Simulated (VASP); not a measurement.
# AlRu (I4mm) in VASP: single point with PBE

Aim: the single point of AlRu with PBE.

Everything below comes from runs of VASP 6.6.1. Logs are shortened: lines on timing, memory, paths and dates and some standing lists are left out, and cuts for length are marked.

### Step 1. The cell of the first run

It takes space group I4mm (No. 107, tetragonal). Conventional cell: a = 6.008 Å, b = 6.008 Å, c = 6.008 Å, α = 90.00°, β = 90.00°, γ = 90.00°. Al (site symmetry 4mm) has 8 Ru at 2.52 to 2.69 Å and 6 Al at 2.85 to 3.15 Å within 3.3 Å. Within 3.4 Å of Al (site symmetry 2mm) lie 8 Ru at 2.60 Å and 6 Al at 3.00 to 3.01 Å. Al (site symmetry 4mm) has 8 Ru at 2.60 Å and 6 Al at 2.85 to 3.15 Å within 3.4 Å. Ru (site symmetry m) has 8 Al at 2.52 to 2.69 Å and 6 Ru at 3.00 Å within 3.3 Å.

### Step 2. Single point, PBE (atom 1 (Al) moved -0.150 Å along Cartesian [0 1 0])

Input file INCAR:

```
PREC = Accurate
ENCUT = 520
EDIFF = 1E-6
ISMEAR = 0
SIGMA = 0.15
LREAL = F
LASPH = T
NELM = 60
ALGO = Fast
ISIF = 2
LWAVE = F
LCHARG = F
GGA = PE
NBANDS = 44
```

Input file KPOINTS:

```
Automatic mesh
0
Gamma
  14 14 14
```

Input file POSCAR:

```
AlRu
1.0
   -3.0040847246      3.0040847246      3.0040847246
    3.0040847246     -3.0040847246      3.0040847246
    3.0040847246      3.0040847246     -3.0040847246
Al Ru
4 4
Direct
   -0.0249660069      0.0000000000     -0.0249660069
    0.5000000000      0.5000000000      0.0000000000
    0.5000000000      0.0000000000      0.5000000000
    0.0000000000      0.5000000000      0.5000000000
    0.5000000000      0.5000000000      0.5000000000
    0.0000000000      0.0000000000      0.5000000000
    0.0000000000      0.5000000000      0.0000000000
    0.5000000000      0.0000000000      0.0000000000
```

Potentials or basis: VASP PAW PBE potentials, release 64 (Al, Ru_pv).

Launch:

```
$ cat potpaw_PBE.64/Al/POTCAR potpaw_PBE.64/Ru_pv/POTCAR > POTCAR
$ mpirun -np 1 vasp_std > vasp.out
```

OUTCAR:

```text
PREC = Accurate
   ENCUT = 520
   EDIFF = 1E-6
   ISMEAR = 0
   LREAL = F
   LASPH = T
   NELM = 60
   ISIF = 2
   GGA = PE

 ion  position               nearest neighbor table
   1  0.975  0.000  0.975-   6 2.52   7 2.52   8 2.52   5 2.52   8 2.69   6 2.69   5 2.69   7 2.69
                             3 2.85   2 3.01   4 3.01   4 3.01   2 3.01   3 3.15
   2  0.500  0.500  0.000-   5 2.60   6 2.60   7 2.60   8 2.60   5 2.60   8 2.60   7 2.60   6 2.60
                             3 3.00   3 3.00   4 3.00   4 3.00   1 3.01   1 3.01
   3  0.500  0.000  0.500-   5 2.60   6 2.60   7 2.60   8 2.60   8 2.60   5 2.60   6 2.60   7 2.60
                             1 2.85   2 3.00   2 3.00   4 3.00   4 3.00   1 3.15
   4  0.000  0.500  0.500-   5 2.60   6 2.60   7 2.60   8 2.60   7 2.60   6 2.60   5 2.60   8 2.60
                             2 3.00   2 3.00   3 3.00   3 3.00   1 3.01   1 3.01
   5  0.500  0.500  0.500-   1 2.52   2 2.60   3 2.60   4 2.60   2 2.60   3 2.60   4 2.60   1 2.69
                             7 3.00   8 3.00   8 3.00   7 3.00   6 3.00   6 3.00
   6  0.000  0.000  0.500-   1 2.52   2 2.60   3 2.60   4 2.60   4 2.60   3 2.60   2 2.60   1 2.69
                             7 3.00   7 3.00   8 3.00   8 3.00   5 3.00   5 3.00
   7  0.000  0.500  0.000-   1 2.52   3 2.60   4 2.60   4 2.60   2 2.60   2 2.60   3 2.60   1 2.69
                             6 3.00   6 3.00   8 3.00   5 3.00   8 3.00   5 3.00
   8  0.500  0.000  0.000-   1 2.52   2 2.60   3 2.60   4 2.60   3 2.60   2 2.60   4 2.60   1 2.69
                             6 3.00   5 3.00   7 3.00   6 3.00   7 3.00   5 3.00

  LATTYP: Found a body centered cubic cell.
 ALAT       =     6.0081694492

  Lattice vectors:

 A1 = (  -3.0040847246,   3.0040847246,   3.0040847246)
 A2 = (   3.0040847246,  -3.0040847246,   3.0040847246)
 A3 = (   3.0040847246,   3.0040847246,  -3.0040847246)

Analysis of symmetry for initial positions (statically):
=====================================================================
 Subroutine PRICEL returns:
 Original cell was already a primitive cell.

 Routine SETGRP: Setting up the symmetry group for a
 body centered cubic supercell.

 Subroutine GETGRP returns: Found  8 space group operations
 (whereof  8 operations were pure point group operations)
 out of a pool of 48 trial point group operations.

The static configuration has the point symmetry C_4v.

Analysis of symmetry for dynamics (positions and initial velocities):
=====================================================================
 Subroutine PRICEL returns:
 Original cell was already a primitive cell.

 Routine SETGRP: Setting up the symmetry group for a
 body centered cubic supercell.

 Subroutine GETGRP returns: Found  8 space group operations
 (whereof  8 operations were pure point group operations)
 out of a pool of 48 trial point group operations.
[... 126 lines left out ...]
   EMIN   =  10.00;   EMAX   =-10.00  energy-range for DOS
   EFERMI =   0.00;   METHOD = LEGACY
   ISMEAR =     0;   SIGMA  =   0.15  broadening in eV -4-tet -1-fermi 0-gaus
   EFERMI_NEDOS =   21; number of points for ismear=-14 and -15
   IALGO  =     68    algorithm
   IMIX   =      4    mixing-type and parameters
     AMIX     =   0.40;   BMIX     =  1.00
     AMIX_MAG =   1.60;   BMIX_MAG =  1.00
  volume/ion in A,a.u.               =      13.56        91.48
  Fermi-wavevector in a.u.,A,eV,Ry     =   1.401239  2.647958 26.714651  1.963471
  Thomas-Fermi vector in A             =   2.524120
   LORBIT       =      0    0 simple, 1 ext, 2 COOP (PROOUT), +10 PAW based schemes
   GGA     = PE    functional components
   LHFCALC =     F    Hartree Fock is set to
   AEXX    =    0.0000 exact exchange contribution
   IVDW    =     0    specifies the selected vdW correction
   LEPSILON=     F    determine dielectric tensor
   LRPA    =     F    only Hartree local field effects (RPA)
 non-spin polarized calculation
 RMM-DIIS sequential band-by-band and
 Gauss-broadening in eV      SIGMA  =   0.15
  energy-cutoff  :      520.00
  volume of cell :      108.44
 maximum number of plane-waves:      2940
   NGX = 19   NGY = 19   NGZ = 19

 number of electron      67.9999973 magnetization

 Free energy of the ion-electron system (eV)
  ---------------------------------------------------
  ext. energy  EPLUGINS =         0.00000000
  ---------------------------------------------------
  free energy    TOTEN  =       -56.97763420 eV

  energy without entropy =      -56.90148764  energy(sigma->0) =      -56.93956092

 E-fermi :  10.5407     XC(G=0): -12.5002

 val. band max:       10.5402397102   @ k =   0.5000   0.2143  -0.4286
 cond. band min:      10.5409895543   @ k =  -0.2857   0.2857   0.0714
 fundamental gap:      0.0007498441
 Fermi energy:        10.5407166608

 k-point     1 :       0.0000    0.0000    0.0000
  band No.  band energies     occupation
      1     -31.4009      2.00000
      2     -31.4002      2.00000
      3     -31.4002      2.00000
      4     -31.3994      2.00000
      5     -31.3980      2.00000
      6     -31.3980      2.00000
[... 1117 lines left out ...]
     43      16.3775      0.00000
     44      16.8159      0.00000

 [... further k-points ...]

------------------------ aborting loop because EDIFF is reached ----------------------------------------

  FORCE on cell =-STRESS in cart. coord.  units (eV):
  Direction    XX          YY          ZZ          XY          YZ          ZX
  --------------------------------------------------------------------------------------
  -------------------------------------------------------------------------------------
  Total        0.3240696      0.2436539      0.3240696     -0.0000000      0.0000000      0.0000000
  in kB        4.7879798      3.5998754      4.7879798     -0.0000000      0.0000000      0.0000000
  external PRESSURE =       4.3919450 kB  Pullay stress =       0.0000000 kB

 VOLUME and BASIS-vectors are now :
 -----------------------------------------------------------------------------
  energy-cutoff  :      520.00
  volume of cell :      108.44
      direct lattice vectors                 reciprocal lattice vectors
    -3.004084725  3.004084725  3.004084725     0.000000000  0.166440046  0.166440046
     3.004084725 -3.004084725  3.004084725     0.166440046  0.000000000  0.166440046
     3.004084725  3.004084725 -3.004084725     0.166440046  0.166440046  0.000000000

 POSITION                                       TOTAL-FORCE (eV/Angst)
 -----------------------------------------------------------------------------------
      0.00000      5.85817      0.00000        -0.000000      1.257858     -0.000000
      0.00000      0.00000      3.00408        -0.000000      0.004646     -0.000000
      0.00000      3.00408      0.00000        -0.000000     -0.153450     -0.000000
      3.00408      0.00000      0.00000        -0.000000      0.004646     -0.000000
      1.50204      1.50204      1.50204        -0.342710     -0.278425     -0.342710
      1.50204      1.50204     -1.50204        -0.342710     -0.278425      0.342710
      1.50204     -1.50204      1.50204         0.342710     -0.278425      0.342710
     -1.50204      1.50204      1.50204         0.342710     -0.278425     -0.342710
 -----------------------------------------------------------------------------------
    total drift:                                0.000000     -0.000309      0.000000

  FREE ENERGIE OF THE ION-ELECTRON SYSTEM (eV)
  ---------------------------------------------------
  free  energy   TOTEN  =       -56.9776341959 eV

  energy  without entropy=      -56.9014876437  energy(sigma->0) =      -56.93956092
```

stdout:

```text
POSCAR found type information on POSCAR AlRu
 POSCAR found :  2 types and       8 ions
 scaLAPACK will be used
 LDA part: xc-table for (Slater+PW92), standard interpolation
 POSCAR, INCAR and KPOINTS ok, starting setup
 FFT: planning ... GRIDC
 FFT: planning ... GRID_SOFT
 FFT: planning ... GRID
 WAVECAR not read
 entering main loop
```

It took 10 min on 1 thread of Intel Xeon 6975P-C (Granite Rapids), shared host; peak memory 0.86 GiB.

What came out:

```yaml
Free_energy: -56.9776 eV
Pressure: 0.4 GPa
Largest_force: 1.258 eV/Å
Band_gap_on_the_k_mesh: zero (bands 34 and 35 overlap by 2.68 eV)
```

Forces on the atoms (eV/Å):
```
Al   0.000  1.258  0.000
Al   0.000  0.005  0.000
Al   0.000 -0.153  0.000
Al   0.000  0.005  0.000
Ru  -0.343 -0.278 -0.343
Ru  -0.343 -0.278  0.343
Ru   0.343 -0.278  0.343
Ru   0.343 -0.278 -0.343
```

Stress tensor (GPa, compression positive):
```
0.48 0.00 0.00
0.00 0.36 0.00
0.00 0.00 0.48
```

Caveat: the cell differs from its parent crystal (atom 1 (Al) moved -0.150 Å along Cartesian [0 1 0]); forces of over 1 eV/Å act on the atoms, so gaps and moduli don't describe the material at rest.
